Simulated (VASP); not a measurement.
Set up this calculation in VASP 6.6.1, as the native input.

* Task: electric field gradients
* Functional: LDA
* Potentials or basis: VASP PAW LDA potentials, release 64 (Zn, O)
* Cutoff: 520 eV
* k mesh: 11 × 11 × 6
* Occupations: fermi-dirac, width 0.02 eV
* Spin: no spin polarisation
* Dipole correction: no
* Further INCAR settings: ALGO = Normal; EDIFF = 1e-08; NBANDS = 26

The structure of ZnO lies in POSCAR:

```
ZnO
1.0
    3.3131286040      0.0000000000      0.0000000000
   -1.6565643020      2.8692535371      0.0000000000
    0.0000000000      0.0000000000      5.3058612053
Zn O
2 2
Direct
    0.3333333333      0.6666666667      0.0000000000
    0.6666666667      0.3333333333      0.5000000000
    0.3333333333      0.6666666667      0.3821000000
    0.6666666667      0.3333333333      0.8821000000
```

These files were run (other wordings do the same):

INCAR

```
ALGO = Normal ; EDIFF = 1E-8
ENCUT = 520 ; ISIF = 2
ISMEAR = -1 ; LASPH = T
LCHARG = F ; LEFG = T
LREAL = F ; LWAVE = F
NBANDS = 26 ; NELM = 60
PREC = Accurate ; SIGMA = 0.02
```

KPOINTS

```
k-points
0
Gamma
  11 11 6
```

Potentials or basis: VASP PAW LDA potentials, release 64 (Zn, O).

Launch:

```console
$ cat potpaw_LDA.64/Zn/POTCAR potpaw_LDA.64/O/POTCAR > POTCAR
$ mpirun -np 1 vasp_std > vasp.out
```

It gave:

```yaml
Pressure: -12.8 GPa
Largest_force: 0.040 eV/Å
Band_gap_on_the_k_mesh: 0.65 eV
Largest_electric_field_gradient_by_atom: Zn +7.1; O -3.6 V/Å²
```

Caveat: the cell stands under tension; semilocal functionals underestimate gaps, and a narrow one can read as zero; without QUAD_EFG the Cq values of the log hold for a quadrupole moment of 1 mb, not for the nuclei.

It took 2.3 min on 1 thread of Intel Xeon 8259CL (shared host), peak memory 0.2 GiB.
